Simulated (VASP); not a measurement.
Runs of VASP 6.6.1 on SrO. The structure is that of space group P6_3/mmc (No. 194), or close to it. The cells are those of the table. 

```tsv
cell	gap on the mesh (eV)	pressure (GPa)	largest force (eV/Å)
a = 4.297, b = 4.297, c = 5.156 Å, angles 90.0, 90.0, 120.0°, 4 atoms	(b)	-2.1	0.01
a = 4.318, b = 4.318, c = 5.156 Å, angles 90.0, 90.0, 120.0°, 4 atoms	(a)	-2.7	0.01
a = 4.233, b = 4.233, c = 5.156 Å, angles 90.0, 90.0, 120.0°, 4 atoms	(c)	-0.1	0.01
a = 4.254, b = 4.254, c = 5.156 Å, angles 90.0, 90.0, 120.0°, 4 atoms	2.55	-0.8	0.01
a = 4.275, b = 4.275, c = 5.156 Å, angles 90.0, 90.0, 120.0°, 4 atoms	2.50	-1.5	0.01
```

Alike in all rows: task single point; level PBEsol; potentials or basis VASP PAW PBE potentials, release 64 (Sr_sv, O); no spin polarisation; k mesh 6 × 6 × 4; cutoff (eV) 520; smearing gaussian 0.02 eV.

**Question.** Fill in the values left out.

**Answer.** (a) 2.41; (b) 2.46; (c) 2.60.

Caveats: the PAW data sets were made with another functional, which shifts forces and pressure a little.

A k mesh can miss the band edges, and the runs leave out spin-orbit coupling on Sr.
